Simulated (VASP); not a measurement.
# Li (R-3m) in VASP: further runs

Runs on Li. Level: PBE. Tasks: single point.

All numbers are computed with VASP 6.6.1; they aren't measurements. Logs are shortened: lines on timing, memory, paths and dates and some standing lists are left out, and cuts for length are marked.

## Step 1: The cell of the first run

Symmetry: R-3m, No. 166, trigonal system. Conventional cell: a = 3.065 Å, b = 3.065 Å, c = 22.377 Å, α = 90.00°, β = 90.00°, γ = 120.00°. Within 4.0 Å of Li (site symmetry -3m) lie 12 Li at 3.05 to 3.07 Å. Li (site symmetry 3m) has 12 Li at 3.05 to 3.07 Å within 4.0 Å.

## Step 2: Single point, PBE

The input, INCAR:

```
ALGO = Normal
EDIFF = 1E-6
ENCUT = 520
GGA = PE
ISIF = 2
ISMEAR = -1
LASPH = T
LCHARG = F
LREAL = F
LWAVE = F
NBANDS = 12
NELM = 100
PREC = Accurate
SIGMA = 0.1
```

The input, KPOINTS:

```
k-points
0
Gamma
  12 12 12
```

The input, POSCAR:

```
Li
1.0
    1.5326489968      0.8848753108      7.4589680455
   -1.5326489968      0.8848753108      7.4589680455
    0.0000000000     -1.7697506217      7.4589680455
Li
3
Direct
    0.0000000000      1.0000000000      1.0000000000
    0.2221855009      0.2221855009      0.2221855009
    0.7778144991      0.7778144991      0.7778144991
```

Potentials or basis: VASP PAW PBE potentials, release 64 (Li_sv).

Command:

```console
cat potpaw_PBE.64/Li_sv/POTCAR > POTCAR
mpirun -np 1 vasp_std > vasp.out
```

OUTCAR:

```text
EDIFF = 1E-6
   ENCUT = 520
   GGA = PE
   ISIF = 2
   ISMEAR = -1
   LASPH = T
   LREAL = F
   NELM = 100
   PREC = Accurate

 ion  position               nearest neighbor table
   1  0.000  0.000  0.000-
   2  0.222  0.222  0.222-
   3  0.778  0.778  0.778-

  LATTYP: Found a trigonal (rhomboedric) cell.
 ALAT       =     7.6660434102
 COS(alpha) =     0.9200583960

  Lattice vectors:

 A1 = (   1.5326489968,   0.8848753108,   7.4589680455)
 A2 = (  -1.5326489968,   0.8848753108,   7.4589680455)
 A3 = (   0.0000000000,  -1.7697506217,   7.4589680455)

Analysis of symmetry for initial positions (statically):
=====================================================================
 Subroutine PRICEL returns:
 Original cell was already a primitive cell.

 Routine SETGRP: Setting up the symmetry group for a
 trigonal (rhombohedral) supercell.

 Subroutine GETGRP returns: Found 12 space group operations
 (whereof 12 operations were pure point group operations)
 out of a pool of 12 trial point group operations.

The static configuration has the point symmetry D_3d.

Analysis of symmetry for dynamics (positions and initial velocities):
=====================================================================
 Subroutine PRICEL returns:
 Original cell was already a primitive cell.

 Routine SETGRP: Setting up the symmetry group for a
 trigonal (rhombohedral) supercell.

 Subroutine GETGRP returns: Found 12 space group operations
 (whereof 12 operations were pure point group operations)
 out of a pool of 12 trial point group operations.

The dynamic configuration has the point symmetry D_3d.

 Subroutine INISYM returns: Found 12 space group operations
 (whereof 12 operations are pure point group operations),
 and found     1 'primitive' translations

----------------------------------------------------------------------------------------

                                     Primitive cell

  volume of cell :      60.6953

  direct lattice vectors                    reciprocal lattice vectors
     1.532648997  0.884875311  7.458968045     0.326232556  0.188350454  0.044688934
    -1.532648997  0.884875311  7.458968045    -0.326232556  0.188350454  0.044688934
     0.000000000 -1.769750622  7.458968045     0.000000000 -0.376700908  0.044688934

  length of vectors
     7.666043410  7.666043410  7.666043410     0.379342425  0.379342425  0.379342425

  position of ions in fractional coordinates (direct lattice)
     0.000000000  0.000000000  0.000000000
     0.222185501  0.222185501  0.222185501
     0.777814499  0.777814499  0.777814499

  ion indices of the primitive-cell ions
   primitive index   ion index
                 1           1
                 2           2
                 3           3

----------------------------------------------------------------------------------------

 KPOINTS: k-points

Automatic generation of k-mesh.
 Grid dimensions read from file:
 generate k-points for:   12   12   12

 Generating k-lattice:

  Cartesian coordinates                     Fractional coordinates (reciprocal lattice)
     0.027186046  0.015695871  0.003724078     0.083333333  0.000000000  0.000000000
    -0.027186046  0.015695871  0.003724078     0.000000000  0.083333333  0.000000000
     0.000000000 -0.031391742  0.003724078     0.000000000  0.000000000  0.083333333

  Length of vectors
     0.031611869  0.031611869  0.031611869

  Shift w.r.t. Gamma in fractional coordinates (k-lattice)
     0.000000000  0.000000000  0.000000000

 Subroutine IBZKPT returns following result:
 ===========================================

 Found    189 irreducible k-points:

 Following reciprocal coordinates:
            Coordinates               Weight
  0.000000  0.000000  0.000000      1.000000
  0.083333  0.000000 -0.000000      6.000000
  0.166667  0.000000  0.000000      6.000000
  0.250000  0.000000  0.000000      6.000000
  0.333333  0.000000 -0.000000      6.000000
  0.416667  0.000000 -0.000000      6.000000
[... 16 lines left out ...]
  0.500000  0.166667  0.000000     12.000000
 -0.416667  0.166667  0.000000     12.000000
 [... further k-points ...]
   k-points           NKPTS =    189   k-points in BZ     NKDIM =    189   number of bands    NBANDS=     12
   number of dos      NEDOS =    301   number of ions     NIONS =      3
   total plane-waves  NPLWV = 216000
   dimension x,y,z NGX =    60 NGY =   60 NGZ =   60
   dimension x,y,z NGXF=   120 NGYF=  120 NGZF=  120
   ions per type =               3
   NGX,Y,Z   is equivalent  to a cutoff of  13.01, 13.01, 13.01 a.u.
   NGXF,Y,Z  is equivalent  to a cutoff of  26.02, 26.02, 26.02 a.u.
 SYSTEM =  unknown system
   PREC   = accura    normal or accurate (medium, high low for compatibility)
   ISTART =      0    job   : 0-new  1-cont  2-samecut
   ICHARG =      2    charge: 1-file 2-atom 10-const
   ISPIN  =      1    spin polarized calculation?
   LNONCOLLINEAR =      F non collinear calculations
   LSORBIT =      F    spin-orbit coupling
   LASPH  =      T    aspherical Exc in radial PAW
   ENCUT  =  520.0 eV  38.22 Ry    6.18 a.u.  14.25 14.25 14.25*2*pi/ulx,y,z
   NELM   =    100;   NELMIN=  2; NELMDL= -5     # of ELM steps
   EDIFF  = 0.1E-05   stopping-criterion for ELM
   LREAL  =      F    real-space projection
   EDIFFG = 0.1E-04   stopping-criterion for IOM
   NSW    =      0    number of steps for IOM
   IBRION =     -1    ionic relax: 0-MD 1-quasi-New 2-CG
   NFREE  =      0    steps in history (QN), initial steepest desc. (CG)
   ISIF   =      2    stress and relaxation
   ISYM   =      2    0-nonsym 1-usesym 2-fastsym
   POTIM  = 0.5000    time-step for ionic-motion
   TEBEG  =    0.0;   TEEND  =   0.0 temperature during run
   PSTRESS=    0.0 pullay stress
   NELECT =       9.0000    total number of electrons
   NUPDOWN=      -1.0000    fix difference up-down
   EMIN   =  10.00;   EMAX   =-10.00  energy-range for DOS
   EFERMI =   0.00;   METHOD = LEGACY
   ISMEAR =    -1;   SIGMA  =   0.10  broadening in eV -4-tet -1-fermi 0-gaus
   EFERMI_NEDOS =   21; number of points for ismear=-14 and -15
   IALGO  =     38    algorithm
   IMIX   =      4    mixing-type and parameters
     AMIX     =   0.40;   BMIX     =  1.00
     AMIX_MAG =   1.60;   BMIX_MAG =  1.00
  volume/ion in A,a.u.               =      20.23       136.53
  Fermi-wavevector in a.u.,A,eV,Ry     =   0.866504  1.637456 10.215659  0.750830
  Thomas-Fermi vector in A             =   1.984903
   LORBIT       =      0    0 simple, 1 ext, 2 COOP (PROOUT), +10 PAW based schemes
   GGA     = PE    functional components
   LHFCALC =     F    Hartree Fock is set to
   AEXX    =    0.0000 exact exchange contribution
   IVDW    =     0    specifies the selected vdW correction
   LEPSILON=     F    determine dielectric tensor
   LRPA    =     F    only Hartree local field effects (RPA)
 non-spin polarized calculation
  energy-cutoff  :      520.00
  volume of cell :       60.70
 maximum number of plane-waves:      1661
 NGX is ok and might be reduce to    60
   NGX = 29   NGY = 29   NGZ = 29

 number of electron       9.0000007 magnetization

 Free energy of the ion-electron system (eV)
  ---------------------------------------------------
  ext. energy  EPLUGINS =         0.00000000
  ---------------------------------------------------
  free energy    TOTEN  =        -5.74508721 eV

  energy without entropy =       -5.69979754  energy(sigma->0) =       -5.72244238

 E-fermi :   0.6102     XC(G=0):  -7.0488

 val. band max:        0.6014810890   @ k =  -0.1667   0.1667   0.1667
 cond. band min:       0.6226036041   @ k =  -0.2500   0.3333   0.2500
 fundamental gap:      0.0211225151
 Fermi energy:         0.6101773709

 k-point     1 :       0.0000    0.0000    0.0000
  band No.  band energies     occupation
      1     -45.8952      2.00000
      2     -45.8820      2.00000
      3     -45.8802      2.00000
      4      -2.9327      2.00000
      5      -0.9545      2.00000
      6      -0.9536      2.00000
      7       6.4083      0.00000
      8       6.4111      0.00000
      9      13.3897      0.00000
     10      13.3897      0.00000
     11      13.5264      0.00000
     12      13.5264      0.00000

 k-point     2 :       0.0833    0.0000   -0.0000
  band No.  band energies     occupation
      1     -45.8941      2.00000
      2     -45.8814      2.00000
      3     -45.8793      2.00000
      4      -2.8211      2.00000
      5      -0.9416      2.00000
      6      -0.7286      2.00000
      7       6.2339      0.00000
      8       6.7124      0.00000
      9      12.1157      0.00000
     10      12.5874      0.00000
     11      12.8984      0.00000
     12      13.0642      0.00000

 k-point     3 :       0.1667    0.0000    0.0000
  band No.  band energies     occupation
      1     -45.8911      2.00000
      2     -45.8799      2.00000
      3     -45.8775      2.00000
      4      -2.4862      2.00000
      5      -0.6982      2.00000
      6      -0.2643      1.99968
      7       6.1387      0.00000
      8       7.1242      0.00000
      9      10.0549      0.00000
     10      11.0397      0.00000
     11      11.5478      0.00000
     12      12.0348      0.00000
[... 286 lines left out ...]
 k-point    23 :       0.5000    0.1667    0.0000
  band No.  band energies     occupation
      1     -45.8774      2.00000
      2     -45.8735      2.00000
      3     -45.8712      2.00000
      4       0.2166      1.96169
      5       1.2859      0.00232
      6       2.5321      0.00000
      7       4.1746      0.00000
      8       5.2187      0.00000
      9       5.8762      0.00000
     10       6.7256      0.00000
     11       7.8202      0.00000
     12       9.2940      0.00000

 k-point    24 :      -0.4167    0.1667    0.0000
  band No.  band energies     occupation
      1     -45.8762      2.00000
      2     -45.8727      2.00000
      3     -45.8712      2.00000
      4       0.9821      0.04736
      5       1.7894      0.00002
      6       2.0877      0.00000
      7       4.2771      0.00000
      8       4.5355      0.00000
      9       5.1414      0.00000
     10       7.0253      0.00000
     11       7.5768      0.00000
     12       9.3095      0.00000

 [... further k-points ...]

------------------------ aborting loop because EDIFF is reached ----------------------------------------

  FORCE on cell =-STRESS in cart. coord.  units (eV):
  Direction    XX          YY          ZZ          XY          YZ          ZX
  --------------------------------------------------------------------------------------
  -------------------------------------------------------------------------------------
  Total       -0.0189321     -0.0189321     -0.0168751      0.0000000      0.0000000      0.0000000
  in kB       -0.4997509     -0.4997509     -0.4454531      0.0000000      0.0000000      0.0000000
  external PRESSURE =      -0.4816516 kB  Pullay stress =       0.0000000 kB

 VOLUME and BASIS-vectors are now :
 -----------------------------------------------------------------------------
  energy-cutoff  :      520.00
  volume of cell :       60.70
      direct lattice vectors                 reciprocal lattice vectors
     1.532648997  0.884875311  7.458968045     0.326232556  0.188350454  0.044688934
    -1.532648997  0.884875311  7.458968045    -0.326232556  0.188350454  0.044688934
     0.000000000 -1.769750622  7.458968045     0.000000000 -0.376700908  0.044688934

 POSITION                                       TOTAL-FORCE (eV/Angst)
 -----------------------------------------------------------------------------------
      0.00000      0.00000      0.00000         0.000000      0.000000     -0.000000
      0.00000     -0.00000      4.97182         0.000000     -0.000000      0.002013
      0.00000     -0.00000     17.40508         0.000000      0.000000     -0.002013
 -----------------------------------------------------------------------------------
    total drift:                               -0.000000      0.000000     -0.000000

  FREE ENERGIE OF THE ION-ELECTRON SYSTEM (eV)
  ---------------------------------------------------
  free  energy   TOTEN  =        -5.7450872146 eV

  energy  without entropy=       -5.6997975433  energy(sigma->0) =       -5.72244238
```

Run time: 2.8 min. Hardware: 1 thread of Intel Xeon 6975P-C (Granite Rapids), shared host; peak memory 0.5 GiB.

Results:

- Free energy: -5.7451 eV
- Band gap on the k mesh: zero (an odd number of electrons rules out a gap without spin polarisation)

Forces on the atoms (eV/Å):
```
Li   0.000  0.000  0.000
Li   0.000  0.000  0.002
Li   0.000  0.000 -0.002
```

Caveat: the cutoff is under 1.25 times the usual one of these potentials, so pressure, stress and relaxed cells hold a basis-set (Pulay) error.

## Step 3: Single point, PBE (17.80 Å³/atom)

This run uses another cell than the first one, of 17.80 Å³/atom.

The input, INCAR:

```
PREC = Accurate
ENCUT = 520
EDIFF = 1E-6
ISMEAR = -1
SIGMA = 0.1
LREAL = False
LASPH = True
NELM = 80
ALGO = Normal
ISIF = 2
LWAVE = False
LCHARG = False
GGA = PE
NBANDS = 12
```

The input, KPOINTS:

```
regular mesh
0
Gamma
  16 16 16
```

The input, POSCAR:

```
Li
1.0
    1.4687129674      0.8479618271      7.1478095213
   -1.4687129674      0.8479618271      7.1478095213
    0.0000000000     -1.6959236542      7.1478095213
Li
3
Direct
    0.0000000000      1.0000000000      1.0000000000
    0.2221855009      0.2221855009      0.2221855009
    0.7778144991      0.7778144991      0.7778144991
```

Potentials or basis: VASP PAW PBE potentials, release 64 (Li_sv).

Command:

```console
cat potpaw_PBE.64/Li_sv/POTCAR > POTCAR
mpirun -np 1 vasp_std > vasp.out
```

Run time: 6.2 min. Hardware: 1 thread of Intel Xeon 6975P-C (Granite Rapids), shared host; peak memory 0.52 GiB.

Results (log left out):

```
Free energy            : -5.6960 eV
Largest force          : 0.003 eV/Å
Band gap on the k mesh : zero (an odd number of electrons rules out a gap without spin polarisation)
```

Forces in eV/Å, atoms in the order of the input:
```
Li   0.000  0.000  0.000
Li   0.000  0.000  0.003
Li   0.000  0.000 -0.003
```

Levels at points of the mesh, in eV from the Fermi level:
| k point | band 3 | band 4 | band 5 | band 6 | band 7 | band 8 |
| --- | --- | --- | --- | --- | --- | --- |
| (0.00, 0.00, 0.00) | -46.29 | -3.72 | -1.66 | -1.66 | 6.37 | 6.37 |
| (0.50, 0.00, 0.00) | -46.27 | -0.12 | 0.92 | 1.10 | 4.18 | 4.30 |
| (0.50, 0.50, 0.00) | -46.27 | 0.22 | 0.29 | 1.31 | 3.67 | 4.85 |
| (0.50, 0.50, 0.50) | -46.28 | -3.19 | -3.19 | -0.03 | 3.44 | 11.63 |

Caveat: the cutoff is under 1.25 times the usual one of these potentials, so pressure, stress and relaxed cells hold a basis-set (Pulay) error.

## Step 4: Single point, PBE (18.61 Å³/atom)

This run uses another cell than the first one, of 18.61 Å³/atom.

The input, INCAR:

```
SYSTEM = Li
PREC = Accurate
ENCUT = 520
EDIFF = 1E-6
ISMEAR = -1
SIGMA = 0.1
LREAL = .False.
LASPH = .True.
NELM = 80
ALGO = Normal
ISIF = 2
LWAVE = .False.
LCHARG = .False.
GGA = PE
NBANDS = 12
```

The input, KPOINTS:

```
regular mesh
0
Gamma
  16 16 16
  0 0 0
```

The input, POSCAR:

```
Li
1.0
    1.4906372888      0.8606198399      7.2545089762
   -1.4906372888      0.8606198399      7.2545089762
    0.0000000000     -1.7212396799      7.2545089762
Li
3
Direct
    0.0000000000      1.0000000000      1.0000000000
    0.2221855009      0.2221855009      0.2221855009
    0.7778144991      0.7778144991      0.7778144991
```

Command:

```console
cat potpaw_PBE.64/Li_sv/POTCAR > POTCAR
mpirun -np 1 vasp_std > vasp.out
```

Run time: 5.7 min. Hardware: 1 thread of Intel Xeon 6975P-C (Granite Rapids), shared host; peak memory 0.51 GiB.

The run converged. Its results:

| Property | Result |
| --- | --- |
| Free energy | -5.7233 eV |
| Band gap on the k mesh | zero (an odd number of electrons rules out a gap without spin polarisation) |

Forces in eV/Å, atoms in the order of the input:
```
Li   0.000  0.000  0.000
Li   0.000  0.000  0.003
Li   0.000  0.000 -0.003
```

Levels at points of the mesh, in eV from the Fermi level:
| k point | band 1 | band 2 | band 3 | band 4 | band 5 | band 6 | band 7 | band 8 | band 9 | band 10 |
| --- | --- | --- | --- | --- | --- | --- | --- | --- | --- | --- |
| (0.00, 0.00, 0.00) | -46.38 | -46.36 | -46.36 | -3.66 | -1.63 | -1.63 | 6.16 | 6.16 | 13.53 | 13.53 |
| (0.50, 0.00, 0.00) | -46.36 | -46.35 | -46.35 | -0.10 | 0.88 | 1.08 | 4.02 | 4.14 | 4.78 | 9.02 |
| (0.50, 0.50, 0.00) | -46.36 | -46.35 | -46.35 | 0.22 | 0.30 | 1.26 | 3.51 | 4.70 | 5.85 | 7.27 |
| (0.50, 0.50, 0.50) | -46.38 | -46.37 | -46.36 | -3.15 | -3.15 | -0.01 | 3.27 | 11.28 | 11.29 | 13.19 |

Caveat: the cutoff is under 1.25 times the usual one of these potentials, so pressure, stress and relaxed cells hold a basis-set (Pulay) error.

(Continued in part 2 of 2.)
